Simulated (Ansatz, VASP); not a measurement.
Two plane-wave programs on Rh

POSCAR

```
Rh
1.0
    2.5138607453      0.0000000000      0.0000000000
    0.0000000000      2.5138607453      0.0000000000
    0.0000000000      0.0000000000      2.5138607453
Rh
1
Direct
    0.0000000000      0.0000000000      0.0000000000
```

Contents of INCAR.step1:

```
SYSTEM = Rh
PREC     = Accurate       ! precision mode
ENCUT    = 550            ! plane-wave cutoff, eV
ISMEAR   = -1             ! smearing method
SIGMA    = 0.1            ! smearing width, eV
LREAL    = .FALSE.        ! projectors in reciprocal space
LASPH    = .TRUE.         ! aspherical terms in the spheres
NELM     = 120            ! most SCF steps
NBANDS   = 14             ! bands
GGA      = PE             ! functional
ALGO     = Normal         ! electronic algorithm
EDIFF    = 1E-5           ! SCF threshold, eV
LWAVE    = .TRUE.         ! write WAVECAR
LCHARG   = .FALSE.        ! write CHGCAR
GGA_COMPAT= .FALSE.
```

Contents of INCAR.step2:

```
SYSTEM = Rh
PREC     = Accurate       ! precision mode
ENCUT    = 550            ! plane-wave cutoff, eV
EDIFF    = 1E-6           ! SCF threshold, eV
ISMEAR   = -1             ! smearing method
SIGMA    = 0.1            ! smearing width, eV
LREAL    = .FALSE.        ! projectors in reciprocal space
LASPH    = .TRUE.         ! aspherical terms in the spheres
NELM     = 120            ! most SCF steps
ALGO     = Normal         ! electronic algorithm
ISIF     = 2              ! what is computed and relaxed
LWAVE    = .FALSE.        ! write WAVECAR
LCHARG   = .FALSE.        ! write CHGCAR
METAGGA  = R2SCAN         ! meta-GGA
LMIXTAU  = .TRUE.       
NBANDS   = 14             ! bands
ISTART   = 1            
GGA_COMPAT= .FALSE.
```

File KPOINTS:

```
Automatic mesh
0
G
  14 14 14
  0 0 0
```

Input for Ansatz:

```yaml
crystal:
  lattice:
    - [2.5138607453, 0.0, 0.0]
    - [0.0, 2.5138607453, 0.0]
    - [0.0, 0.0, 2.5138607453]
  atoms:
    - { symbol: Rh, position: [0.0, 0.0, 0.0] }
hamiltonian:
  xc: r2scan
  pseudopotentials:
    kind: paw
    azcp:
      Rh: "pseudopotentials/Rh.paw.azcp"
basis:
  ecutwfc: 500
  fft_grid_basis: typed
kpoints:
  mp_grid: { grid: [14, 14, 14], shift: [0, 0, 0] }
magnetization:
  spin_polarized: false
scf:
  occupations: { method: fermi_dirac, width: 0.1 }
  lower_state_search: "off"
output:
  stress: true
```

Alike in both runs: task single point; functional r2SCAN; k mesh 14 × 14 × 14; occupations fermi-dirac, width 0.1 eV; no spin polarisation.

```csv
,VASP,Ansatz
version,VASP 6.6.1,Ansatz 0.2.0
potentials or method,"VASP PAW PBE potentials, release 64 (Rh_pv), cutoff 550 eV","plane waves (500 eV) with PAW, scalar-relativistic"
valence electrons in the cell,15,17
```

```tsv
	VASP	Ansatz	Ansatz less VASP
pressure (GPa)	0.8	-0.2	-0.92
```

VASP's potentials were made for PBE, not for r2SCAN. VASP's potentials hold 15 valence electrons a cell and Ansatz's 17, so a difference there can come from the potentials and not from the codes.
